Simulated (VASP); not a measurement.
## Mg: relaxation of cell and atoms with PBE

Mg:

```
Mg
1.0
     0.00000    2.13885    2.13885
     2.13885    0.00000    2.13885
     2.13885    2.13885    0.00000
Mg
1
Direct
  0.00000 0.00000 0.00000
```

```
Program                : VASP 6.6.1
Task                   : relaxation of cell and atoms
Functional             : PBE
Potentials or basis    : VASP PAW PBE potentials, release 64 (Mg)
Cutoff                 : 600 eV
k mesh                 : 13 × 13 × 13
Occupations            : fermi-dirac, width 0.08 eV
Spin                   : no spin polarisation
Dipole correction      : no
Further INCAR settings : ALGO = Normal; EDIFF = 1e-06; IBRION = 2; EDIFFG = -0.005; NSW = 100; ISIF = 3
```

The relaxed volume is 23.05 Å³/atom. The relaxed cell is a = 3.194 Å, b = 3.194 Å, c = 3.194 Å, α = 60.00°, β = 60.00°, γ = 60.00°. The space group after relaxing (to 0.05 Å) is Fm-3m (No. 225). The energy gained by relaxing is 77.2 meV/atom. The ionic steps are 4. The pressure after relaxing is 0.0 GPa. The band gap on the k mesh is zero (band 1 reaches 3.41 eV, above the bottom of band 2 at 1.56 eV).

The path:
| step | energy change (eV) | largest force (eV/Å) | pressure (GPa) | volume (Å³) |
| --- | --- | --- | --- | --- |
| 1 | 0.0000 | 0.0000 | 8.13 | 19.57 |
| 2 | -0.0757 | 0.0000 | 0.89 | 22.52 |
| 3 | -0.0772 | 0.0000 | -0.10 | 23.12 |
| 4 | -0.0772 | 0.0000 | 0.01 | 23.05 |

Final structure:
```xyz
1
Lattice="0.0000 2.2588 2.2588 2.2588 0.0000 2.2588 2.2588 2.2588 0.0000" Properties=species:S:1:pos:R:3 pbc="T T T"
Mg    0.0000    0.0000    0.0000
```

Levels at points of the mesh, in eV from the Fermi level:
```csv
k point,band 1,band 2,band 3,band 4,band 5
"(0.00, 0.00, 0.00)",-6.90,12.34,12.34,12.34,14.25
```

Wall time 13 s on 1 thread of Intel(R) Xeon(R) Platinum 8375C CPU @ 2.90GHz (Ice Lake), on a shared host, peak memory 0.14 GiB.

Caveat: the volume moved by over 15 % at a fixed basis, so the end points are rough.
